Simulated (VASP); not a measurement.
# PbI2 (P-3m1) in VASP: single point with PBEsol

Aim: the single point of PbI2 with PBEsol.

All numbers are computed with VASP 6.6.1; they aren't measurements. Logs are shortened: lines on timing, memory, paths and dates and some standing lists are left out, and cuts for length are marked.

### Step 1. The cell of the first run

Symmetry: P-3m1, No. 164, trigonal system. Conventional cell: a = 4.555 Å, b = 4.555 Å, c = 6.977 Å, α = 90.00°, β = 90.00°, γ = 120.00°. Pb (site symmetry -3m) has 6 I at 3.21 Å within 4.2 Å. Within 4.2 Å of I (site symmetry 3m) lie 3 Pb at 3.21 Å.

### Step 2. Single point, PBEsol

File INCAR:

```
SYSTEM = PbI2
ALGO     = Normal         ! electronic algorithm
EDIFF    = 1E-6           ! SCF threshold, eV
ENCUT    = 500            ! plane-wave cutoff, eV
GGA      = PS             ! functional
GGA_COMPAT= .FALSE.      
ISIF     = 2              ! what is computed and relaxed
ISMEAR   = 0              ! smearing method
LASPH    = .TRUE.         ! aspherical terms in the spheres
LCHARG   = .TRUE.         ! write CHGCAR
LELF     = .TRUE.         ! ELF
LREAL    = .FALSE.        ! projectors in reciprocal space
LVHAR    = .TRUE.       
LWAVE    = .FALSE.        ! write WAVECAR
NBANDS   = 21             ! bands
NELM     = 120            ! most SCF steps
PREC     = Accurate       ! precision mode
SIGMA    = 0.01           ! smearing width, eV
```

File KPOINTS:

```
k-points
0
G
  3 3 2
  0 0 0
```

File POSCAR:

```
PbI2
1.0
    4.5550000000      0.0000000000      0.0000000000
   -2.2775000000      3.9447460000      0.0000000000
    0.0000000000      0.0000000000      6.9770000000
Pb I
1 2
Direct
    0.0000000000      0.0000000000      0.0000000000
    0.3333333333      0.6666666667      0.2650000000
    0.6666666667      0.3333333333      0.7350000000
```

Potentials or basis: VASP PAW PBE potentials, release 64 (Pb_d, I).

Started as:

```
$ cat potpaw_PBE.64/Pb_d/POTCAR potpaw_PBE.64/I/POTCAR > POTCAR
$ mpirun -np 1 vasp_std > vasp.out
```

OUTCAR:

```text
SYSTEM = PbI2
   EDIFF = 1E-6
   ENCUT = 500
   GGA = PS
   ISIF = 2
   ISMEAR = 0
   LASPH = .TRUE.
   LREAL = .FALSE.
   NELM = 120
   PREC = Accurate

 ion  position               nearest neighbor table
   1  0.000  0.000  0.000-   2 3.21   3 3.21   3 3.21   2 3.21   3 3.21   2 3.21
   2  0.333  0.667  0.265-   1 3.21   1 3.21   1 3.21
   3  0.667  0.333  0.735-   1 3.21   1 3.21   1 3.21

  LATTYP: Found a hexagonal cell.
 ALAT       =     4.5550000000
 C/A-ratio  =     1.5317233809

  Lattice vectors:

 A1 = (   4.5550000000,   0.0000000000,   0.0000000000)
 A2 = (  -2.2775000000,   3.9447460000,   0.0000000000)
 A3 = (   0.0000000000,   0.0000000000,   6.9770000000)

Analysis of symmetry for initial positions (statically):
=====================================================================
 Subroutine PRICEL returns:
 Original cell was already a primitive cell.

 Routine SETGRP: Setting up the symmetry group for a
 hexagonal supercell.

 Subroutine GETGRP returns: Found 12 space group operations
 (whereof 12 operations were pure point group operations)
 out of a pool of 24 trial point group operations.

The static configuration has the point symmetry D_3d.

Analysis of symmetry for dynamics (positions and initial velocities):
=====================================================================
 Subroutine PRICEL returns:
 Original cell was already a primitive cell.

 Routine SETGRP: Setting up the symmetry group for a
 hexagonal supercell.

 Subroutine GETGRP returns: Found 12 space group operations
 (whereof 12 operations were pure point group operations)
 out of a pool of 24 trial point group operations.

The dynamic configuration has the point symmetry D_3d.

 Subroutine INISYM returns: Found 12 space group operations
 (whereof 12 operations are pure point group operations),
 and found     1 'primitive' translations

----------------------------------------------------------------------------------------

                                     Primitive cell

  volume of cell :     125.3650

  direct lattice vectors                    reciprocal lattice vectors
     4.555000000  0.000000000  0.000000000     0.219538968  0.126750873  0.000000000
    -2.277500000  3.944746000  0.000000000     0.000000000  0.253501746  0.000000000
     0.000000000  0.000000000  6.977000000     0.000000000  0.000000000  0.143328078

  length of vectors
     4.555000000  4.555000247  6.977000000     0.253501760  0.253501746  0.143328078

  position of ions in fractional coordinates (direct lattice)
     0.000000000  0.000000000  0.000000000
     0.333333333  0.666666667  0.265000000
     0.666666667  0.333333333  0.735000000

  ion indices of the primitive-cell ions
   primitive index   ion index
                 1           1
                 2           2
                 3           3

----------------------------------------------------------------------------------------

 KPOINTS: k-points

Automatic generation of k-mesh.
 Grid dimensions read from file:
 generate k-points for:    3    3    2

 Generating k-lattice:

  Cartesian coordinates                     Fractional coordinates (reciprocal lattice)
     0.073179656  0.042250291  0.000000000     0.333333333 -0.000000000  0.000000000
     0.000000000  0.084500582  0.000000000     0.000000000  0.333333333  0.000000000
     0.000000000  0.000000000  0.071664039     0.000000000  0.000000000  0.500000000

  Length of vectors
     0.084500587  0.084500582  0.071664039

  Shift w.r.t. Gamma in fractional coordinates (k-lattice)
     0.000000000  0.000000000  0.000000000

 Subroutine IBZKPT returns following result:
 ===========================================

 Found      6 irreducible k-points:

 Following reciprocal coordinates:
            Coordinates               Weight
  0.000000  0.000000  0.000000      1.000000
  0.333333 -0.000000  0.000000      6.000000
  0.333333  0.333333  0.000000      2.000000
  0.000000  0.000000  0.500000      1.000000
  0.333333 -0.000000  0.500000      6.000000
  0.333333  0.333333  0.500000      2.000000
   k-points           NKPTS =      6   k-points in BZ     NKDIM =      6   number of bands    NBANDS=     21
   number of dos      NEDOS =    301   number of ions     NIONS =      3
   total plane-waves  NPLWV =  69984
   dimension x,y,z NGX =    36 NGY =   36 NGZ =   54
   dimension x,y,z NGXF=    72 NGYF=   72 NGZF=  108
   ions per type =               1   2
   NGX,Y,Z   is equivalent  to a cutoff of  13.14, 13.14, 12.87 a.u.
   NGXF,Y,Z  is equivalent  to a cutoff of  26.28, 26.28, 25.73 a.u.
 SYSTEM =  PbI2
   PREC   = accura    normal or accurate (medium, high low for compatibility)
   ISTART =      0    job   : 0-new  1-cont  2-samecut
   ICHARG =      2    charge: 1-file 2-atom 10-const
   ISPIN  =      1    spin polarized calculation?
   LNONCOLLINEAR =      F non collinear calculations
   LSORBIT =      F    spin-orbit coupling
   LASPH  =      T    aspherical Exc in radial PAW
   ENCUT  =  500.0 eV  36.75 Ry    6.06 a.u.   8.30  8.30 12.72*2*pi/ulx,y,z
   NELM   =    120;   NELMIN=  2; NELMDL= -5     # of ELM steps
   EDIFF  = 0.1E-05   stopping-criterion for ELM
   LREAL  =      F    real-space projection
   EDIFFG = 0.1E-04   stopping-criterion for IOM
   NSW    =      0    number of steps for IOM
   IBRION =     -1    ionic relax: 0-MD 1-quasi-New 2-CG
   NFREE  =      0    steps in history (QN), initial steepest desc. (CG)
   ISIF   =      2    stress and relaxation
   ISYM   =      2    0-nonsym 1-usesym 2-fastsym
   POTIM  = 0.5000    time-step for ionic-motion
   TEBEG  =    0.0;   TEEND  =   0.0 temperature during run
   PSTRESS=    0.0 pullay stress
   NELECT =      28.0000    total number of electrons
   NUPDOWN=      -1.0000    fix difference up-down
   EMIN   =  10.00;   EMAX   =-10.00  energy-range for DOS
   EFERMI =   0.00;   METHOD = LEGACY
   ISMEAR =     0;   SIGMA  =   0.01  broadening in eV -4-tet -1-fermi 0-gaus
   EFERMI_NEDOS =   21; number of points for ismear=-14 and -15
   IALGO  =     38    algorithm
   IMIX   =      4    mixing-type and parameters
     AMIX     =   0.40;   BMIX     =  1.00
     AMIX_MAG =   1.60;   BMIX_MAG =  1.00
  volume/ion in A,a.u.               =      41.79       282.00
  Fermi-wavevector in a.u.,A,eV,Ry     =   0.993273  1.877014 13.423399  0.986592
  Thomas-Fermi vector in A             =   2.125144
   LORBIT       =      0    0 simple, 1 ext, 2 COOP (PROOUT), +10 PAW based schemes
   GGA     = PS    functional components
   LHFCALC =     F    Hartree Fock is set to
   AEXX    =    0.0000 exact exchange contribution
   IVDW    =     0    specifies the selected vdW correction
   LEPSILON=     F    determine dielectric tensor
   LRPA    =     F    only Hartree local field effects (RPA)
 non-spin polarized calculation
 Gauss-broadening in eV      SIGMA  =   0.01
  energy-cutoff  :      500.00
  volume of cell :      125.36
 maximum number of plane-waves:      3199
 NGX is ok and might be reduce to    36
   NGX = 17   NGY = 17   NGZ = 25

 number of electron      28.0000001 magnetization

 Free energy of the ion-electron system (eV)
  ---------------------------------------------------
  ext. energy  EPLUGINS =         0.00000000
  ---------------------------------------------------
  free energy    TOTEN  =        -9.32019752 eV

  energy without entropy =       -9.32019752  energy(sigma->0) =       -9.32019752

 E-fermi :   2.6564     XC(G=0):  -8.3130

 val. band max:        2.5552355500   @ k =   0.0000   0.0000   0.5000
 cond. band min:       4.6683261143   @ k =   0.0000   0.0000   0.5000
 fundamental gap:      2.1130905643
 Fermi energy:         2.6564396042

 k-point     1 :       0.0000    0.0000    0.0000
  band No.  band energies     occupation
      1     -13.4830      2.00000
      2     -13.4830      2.00000
      3     -13.4730      2.00000
      4     -13.4598      2.00000
      5     -13.4598      2.00000
      6      -9.6937      2.00000
[... 13 lines left out ...]
     20      10.2917      0.00000
     21      10.3851      0.00000

 k-point     2 :       0.3333   -0.0000    0.0000
  band No.  band energies     occupation
      1     -13.5171      2.00000
      2     -13.4792      2.00000
      3     -13.4685      2.00000
      4     -13.4579      2.00000
      5     -13.4491      2.00000
      6      -9.2589      2.00000
[... 13 lines left out ...]
     20      10.7145      0.00000
     21      11.2588      0.00000

 k-point     3 :       0.3333    0.3333    0.0000
  band No.  band energies     occupation
      1     -13.5055      2.00000
      2     -13.5055      2.00000
      3     -13.4591      2.00000
      4     -13.4543      2.00000
      5     -13.4543      2.00000
      6      -8.8588      2.00000
[... 13 lines left out ...]
     20       9.6092      0.00000
     21      11.6005      0.00000

 k-point     4 :       0.0000    0.0000    0.5000
  band No.  band energies     occupation
      1     -13.4830      2.00000
      2     -13.4830      2.00000
      3     -13.4729      2.00000
      4     -13.4598      2.00000
      5     -13.4598      2.00000
      6      -9.5254      2.00000
[... 13 lines left out ...]
     20       9.8011      0.00000
     21      10.4338      0.00000

 k-point     5 :       0.3333   -0.0000    0.5000
  band No.  band energies     occupation
      1     -13.5174      2.00000
      2     -13.4792      2.00000
      3     -13.4685      2.00000
      4     -13.4579      2.00000
      5     -13.4491      2.00000
      6      -9.1387      2.00000
[... 13 lines left out ...]
     20      10.2951      0.00000
     21      10.5314      0.00000

 k-point     6 :       0.3333    0.3333    0.5000
  band No.  band energies     occupation
      1     -13.5057      2.00000
      2     -13.5057      2.00000
      3     -13.4591      2.00000
      4     -13.4543      2.00000
      5     -13.4543      2.00000
      6      -8.8550      2.00000
[... 13 lines left out ...]
     20      10.1522      0.00000
     21      10.5921      0.00000

------------------------ aborting loop because EDIFF is reached ----------------------------------------

  FORCE on cell =-STRESS in cart. coord.  units (eV):
  Direction    XX          YY          ZZ          XY          YZ          ZX
  --------------------------------------------------------------------------------------
  -------------------------------------------------------------------------------------
  Total        0.0409937      0.0409937      0.0933175      0.0000000      0.0000000      0.0000000
  in kB        0.5239033      0.5239033      1.1926081      0.0000000      0.0000000      0.0000000
  external PRESSURE =       0.7468049 kB  Pullay stress =       0.0000000 kB

 VOLUME and BASIS-vectors are now :
 -----------------------------------------------------------------------------
  energy-cutoff  :      500.00
  volume of cell :      125.36
      direct lattice vectors                 reciprocal lattice vectors
     4.555000000  0.000000000  0.000000000     0.219538968  0.126750873  0.000000000
    -2.277500000  3.944746000  0.000000000     0.000000000  0.253501746  0.000000000
     0.000000000  0.000000000  6.977000000     0.000000000  0.000000000  0.143328078

 POSITION                                       TOTAL-FORCE (eV/Angst)
 -----------------------------------------------------------------------------------
      0.00000      0.00000      0.00000         0.000000      0.000000     -0.000000
     -0.00000      2.62983      1.84891        -0.000000     -0.000000     -0.034574
      2.27750      1.31492      5.12809        -0.000000      0.000000      0.034574
 -----------------------------------------------------------------------------------
    total drift:                               -0.000000     -0.000000      0.000000

  FREE ENERGIE OF THE ION-ELECTRON SYSTEM (eV)
  ---------------------------------------------------
  free  energy   TOTEN  =        -9.3201975225 eV

  energy  without entropy=       -9.3201975225  energy(sigma->0) =       -9.32019752
```

Run time: 8.9 s. Hardware: 1 thread of Intel Xeon 6975P-C (Granite Rapids), shared host; peak memory 0.24 GiB.

What came out:

```
Free energy            : -9.3202 eV
Pressure               : 0.1 GPa
Largest force          : 0.035 eV/Å
Band gap on the k mesh : 2.11 eV, direct
```

Forces in eV/Å, atoms in the order of the input:
```
Pb   0.000  0.000  0.000
I    0.000  0.000 -0.035
I    0.000  0.000  0.035
```

Levels at points of the mesh, in eV from the valence-band top:
| k point | band 12 | band 13 | band 14 | band 15 | band 16 | band 17 |
| --- | --- | --- | --- | --- | --- | --- |
| (0.00, 0.00, 0.00) | -0.92 | -0.92 | -0.70 | 2.37 | 3.31 | 3.31 |
| (0.00, 0.00, 0.50) | -0.74 | -0.74 | 0.00 | 2.11 | 3.12 | 3.12 |

Caveat: the k points lie up to 0.53 Å⁻¹ apart; the PAW data sets were made with another functional, which shifts forces and pressure a little; spin-orbit coupling is left out, which moves the levels of the heavy elements; this functional lacks dispersion, which binds the layers, so the pressure and a relaxed spacing across them are unreliable. A k mesh can miss the band edges.
